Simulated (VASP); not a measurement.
# Al (Im-3m) in VASP: notebook

The runs below take Al through single point, with LDA.

Everything below comes from runs of VASP 6.6.1. Logs are shortened: lines on timing, memory, paths and dates and some standing lists are left out, and cuts for length are marked.

### Step 1. The cell of the first run

Symmetry: Im-3m, No. 229, cubic system. The conventional cell has a = 2.910 Å, b = 2.910 Å, c = 2.910 Å, α = 90.00°, β = 90.00°, γ = 90.00°. Within 3.3 Å of Al (site symmetry m-3m) lie 14 Al at 2.52 to 2.91 Å.

This isn't the form of Al at room conditions, which is fcc.

### Step 2. Single point, LDA (12.32 Å³/atom)

Contents of INCAR:

```
ALGO     = Normal         # electronic algorithm
EDIFF    = 1E-6           # SCF threshold, eV
ENCUT    = 500            # plane-wave cutoff, eV
GGA_COMPAT= F            
ISIF     = 2              # what is computed and relaxed
ISMEAR   = -1             # smearing method
LASPH    = T              # aspherical terms in the spheres
LCHARG   = F              # write CHGCAR
LREAL    = F              # projectors in reciprocal space
LWAVE    = F              # write WAVECAR
NBANDS   = 8              # bands
NELM     = 120            # most SCF steps
PREC     = Accurate       # precision mode
SIGMA    = 0.08           # smearing width, eV
```

Contents of KPOINTS:

```
k-points
0
Gamma
  19 19 19
```

Contents of POSCAR:

```
Al
1.0
   -1.4549926304      1.4549926304      1.4549926304
    1.4549926304     -1.4549926304      1.4549926304
    1.4549926304      1.4549926304     -1.4549926304
Al
1
Direct
    0.0000000000      0.0000000000      0.0000000000
```

Potentials or basis: VASP PAW LDA potentials, release 64 (Al).

On the command line:

```console
$ cat potpaw_LDA.64/Al/POTCAR > POTCAR
$ mpirun -np 1 vasp_std > vasp.out
```

OUTCAR:

```text
EDIFF = 1E-6
   ENCUT = 500
   ISIF = 2
   ISMEAR = -1
   LASPH = T
   LREAL = F
   NELM = 120
   PREC = Accurate

 ion  position               nearest neighbor table
   1  0.000  0.000  0.000-

  LATTYP: Found a body centered cubic cell.
 ALAT       =     2.9099852608

  Lattice vectors:

 A1 = (  -1.4549926304,   1.4549926304,   1.4549926304)
 A2 = (   1.4549926304,  -1.4549926304,   1.4549926304)
 A3 = (   1.4549926304,   1.4549926304,  -1.4549926304)

Analysis of symmetry for initial positions (statically):
=====================================================================
 Subroutine PRICEL returns:
 Original cell was already a primitive cell.

 Routine SETGRP: Setting up the symmetry group for a
 body centered cubic supercell.

 Subroutine GETGRP returns: Found 48 space group operations
 (whereof 48 operations were pure point group operations)
 out of a pool of 48 trial point group operations.

The static configuration has the point symmetry O_h .

Analysis of symmetry for dynamics (positions and initial velocities):
=====================================================================
 Subroutine PRICEL returns:
 Original cell was already a primitive cell.

 Routine SETGRP: Setting up the symmetry group for a
 body centered cubic supercell.

 Subroutine GETGRP returns: Found 48 space group operations
 (whereof 48 operations were pure point group operations)
 out of a pool of 48 trial point group operations.

The dynamic configuration has the point symmetry O_h .

 Subroutine INISYM returns: Found 48 space group operations
 (whereof 48 operations are pure point group operations),
 and found     1 'primitive' translations

----------------------------------------------------------------------------------------

                                     Primitive cell

  volume of cell :      12.3209

  direct lattice vectors                    reciprocal lattice vectors
    -1.454992630  1.454992630  1.454992630     0.000000000  0.343644352  0.343644352
     1.454992630 -1.454992630  1.454992630     0.343644352  0.000000000  0.343644352
     1.454992630  1.454992630 -1.454992630     0.343644352  0.343644352  0.000000000

  length of vectors
     2.520121160  2.520121160  2.520121160     0.485986504  0.485986504  0.485986504

  position of ions in fractional coordinates (direct lattice)
     0.000000000  0.000000000  0.000000000
[... 75 lines left out ...]
   NELM   =    120;   NELMIN=  2; NELMDL= -5     # of ELM steps
   EDIFF  = 0.1E-05   stopping-criterion for ELM
   LREAL  =      F    real-space projection
   EDIFFG = 0.1E-04   stopping-criterion for IOM
   NSW    =      0    number of steps for IOM
   IBRION =     -1    ionic relax: 0-MD 1-quasi-New 2-CG
   NFREE  =      0    steps in history (QN), initial steepest desc. (CG)
   ISIF   =      2    stress and relaxation
   ISYM   =      2    0-nonsym 1-usesym 2-fastsym
   POTIM  = 0.5000    time-step for ionic-motion
   TEBEG  =    0.0;   TEEND  =   0.0 temperature during run
   PSTRESS=    0.0 pullay stress
   NELECT =       3.0000    total number of electrons
   NUPDOWN=      -1.0000    fix difference up-down
   EMIN   =  10.00;   EMAX   =-10.00  energy-range for DOS
   EFERMI =   0.00;   METHOD = LEGACY
   ISMEAR =    -1;   SIGMA  =   0.08  broadening in eV -4-tet -1-fermi 0-gaus
   EFERMI_NEDOS =   21; number of points for ismear=-14 and -15
   IALGO  =     38    algorithm
   IMIX   =      4    mixing-type and parameters
     AMIX     =   0.40;   BMIX     =  1.00
     AMIX_MAG =   1.60;   BMIX_MAG =  1.00
  volume/ion in A,a.u.               =      12.32        83.15
  Fermi-wavevector in a.u.,A,eV,Ry     =   1.022275  1.931820 14.218720  1.045046
  Thomas-Fermi vector in A             =   2.155946
   LORBIT       =      0    0 simple, 1 ext, 2 COOP (PROOUT), +10 PAW based schemes
   GGA     = CA    functional components
   LHFCALC =     F    Hartree Fock is set to
   AEXX    =    0.0000 exact exchange contribution
   IVDW    =     0    specifies the selected vdW correction
   LEPSILON=     F    determine dielectric tensor
   LRPA    =     F    only Hartree local field effects (RPA)
 non-spin polarized calculation
  energy-cutoff  :      500.00
  volume of cell :       12.32
 maximum number of plane-waves:       325
   NGX =  9   NGY =  9   NGZ =  9

 number of electron       3.0000000 magnetization

 Free energy of the ion-electron system (eV)
  ---------------------------------------------------
  ext. energy  EPLUGINS =         0.00000000
  ---------------------------------------------------
  free energy    TOTEN  =        -3.74164931 eV

  energy without entropy =       -3.73400283  energy(sigma->0) =       -3.73782607

 E-fermi :  11.2354     XC(G=0): -11.4769

 val. band max:       11.2151525835   @ k =  -0.3684   0.4211   0.1579
 cond. band min:      11.2600738607   @ k =  -0.3684   0.3684   0.0526
 fundamental gap:      0.0449212772
 Fermi energy:        11.2353820431

 k-point     1 :       0.0000    0.0000    0.0000
  band No.  band energies     occupation
      1      -2.0726      2.00000
      2      26.2671      0.00000
      3      26.2671      0.00000
      4      26.2671      0.00000
      5      29.9092      0.00000
      6      29.9092      0.00000
      7      30.5023      0.00000
      8      30.5023      0.00000
[... 243 lines left out ...]
 k-point    24 :       0.3158    0.1053   -0.0000
  band No.  band energies     occupation
      1       2.8173      2.00000
      2      11.4140      0.19361
      3      17.9272      0.00000
      4      21.6203      0.00000
      5      25.2004      0.00000
      6      28.3990      0.00000
      7      32.1282      0.00000
      8      36.4732      0.00000

 [... further k-points ...]

------------------------ aborting loop because EDIFF is reached ----------------------------------------

  FORCE on cell =-STRESS in cart. coord.  units (eV):
  Direction    XX          YY          ZZ          XY          YZ          ZX
  --------------------------------------------------------------------------------------
  -------------------------------------------------------------------------------------
  Total        2.8400246      2.8400246      2.8400246      0.0000000      0.0000000      0.0000000
  in kB      369.3093630    369.3093630    369.3093630      0.0000000      0.0000000      0.0000000
  external PRESSURE =     369.3093630 kB  Pullay stress =       0.0000000 kB

 VOLUME and BASIS-vectors are now :
 -----------------------------------------------------------------------------
  energy-cutoff  :      500.00
  volume of cell :       12.32
      direct lattice vectors                 reciprocal lattice vectors
    -1.454992630  1.454992630  1.454992630     0.000000000  0.343644352  0.343644352
     1.454992630 -1.454992630  1.454992630     0.343644352  0.000000000  0.343644352
     1.454992630  1.454992630 -1.454992630     0.343644352  0.343644352  0.000000000

 POSITION                                       TOTAL-FORCE (eV/Angst)
 -----------------------------------------------------------------------------------
      0.00000      0.00000      0.00000         0.000000     -0.000000      0.000000
 -----------------------------------------------------------------------------------
    total drift:                                0.000000      0.000000     -0.000000

  FREE ENERGIE OF THE ION-ELECTRON SYSTEM (eV)
  ---------------------------------------------------
  free  energy   TOTEN  =        -3.7416493150 eV

  energy  without entropy=       -3.7340028339  energy(sigma->0) =       -3.73782607
```

OSZICAR:

```text
N       E                     dE             d eps       ncg     rms          rms(c)
DAV:   1    -0.214153705718E+01   -0.21415E+01   -0.96830E+02  3544   0.208E+02
DAV:   2    -0.378344039294E+01   -0.16419E+01   -0.15860E+01  4976   0.214E+01
DAV:   3    -0.378930377059E+01   -0.58634E-02   -0.58593E-02  4288   0.139E+00
DAV:   4    -0.378931178345E+01   -0.80129E-05   -0.80130E-05  5296   0.482E-02
DAV:   5    -0.378931179528E+01   -0.11832E-07   -0.11528E-07  4360   0.117E-03    0.203E+00
DAV:   6    -0.376011387747E+01    0.29198E-01   -0.18875E-03  3848   0.175E-01    0.111E+00
DAV:   7    -0.374170410561E+01    0.18410E-01   -0.48303E-03  4000   0.278E-01    0.232E-01
DAV:   8    -0.374164955083E+01    0.54555E-04   -0.34813E-05  5144   0.325E-02    0.201E-02
DAV:   9    -0.374164931500E+01    0.23584E-06   -0.18863E-07  4000   0.253E-03
   1 F= -.37416493E+01 E0= -.37378261E+01  d E =-.764648E-02
```

Wall time 21 s (1 thread of Intel Xeon 8259CL, shared host); peak memory 0.12 GiB.

Results:

| Property | Result |
| --- | --- |
| Free energy | -3.7416 eV |
| Pressure | 36.9 GPa |
| Band gap on the k mesh | zero (an odd number of electrons rules out a gap without spin polarisation) |

Caveat: the cell stands under pressure.

### Step 3. Single point, LDA (16.21 Å³/atom)

This run uses another cell than the first one, of 16.21 Å³/atom.

Contents of INCAR:

```
SYSTEM = Al
PREC     = Accurate       ! precision mode
ENCUT    = 500            ! plane-wave cutoff, eV
EDIFF    = 1E-6           ! SCF threshold, eV
ISMEAR   = -1             ! smearing method
SIGMA    = 0.08           ! smearing width, eV
LREAL    = .FALSE.        ! projectors in reciprocal space
LASPH    = .TRUE.         ! aspherical terms in the spheres
NELM     = 120            ! most SCF steps
ALGO     = Normal         ! electronic algorithm
ISIF     = 2              ! what is computed and relaxed
LWAVE    = .FALSE.        ! write WAVECAR
LCHARG   = .FALSE.        ! write CHGCAR
GGA      = CA             ! functional
NBANDS   = 8              ! bands
GGA_COMPAT= .FALSE.
```

Contents of KPOINTS:

```
regular mesh
0
G
  19 19 19
  0 0 0
```

Contents of POSCAR:

```
Al
1.0
   -1.5943717701      1.5943717701      1.5943717701
    1.5943717701     -1.5943717701      1.5943717701
    1.5943717701      1.5943717701     -1.5943717701
Al
1
Direct
    0.0000000000      0.0000000000      0.0000000000
```

Potentials or basis: VASP PAW LDA potentials, release 64 (Al).

On the command line:

```console
$ cat potpaw_LDA.64/Al/POTCAR > POTCAR
$ mpirun -np 1 vasp_std > vasp.out
```

Run time: 26 s. Hardware: 1 thread of Intel Xeon 8259CL, shared host; peak memory 0.13 GiB.

It converged, with:

| Property | Result |
| --- | --- |
| Free energy | -4.0964 eV |
| Pressure | 0.1 GPa |
| Band gap on the k mesh | zero (an odd number of electrons rules out a gap without spin polarisation) |

Levels at points of the mesh, in eV from the Fermi level:
| k point | band 1 | band 2 | band 3 | band 4 |
| --- | --- | --- | --- | --- |
| (0.00, 0.00, 0.00) | -11.23 | 13.28 | 13.28 | 13.28 |
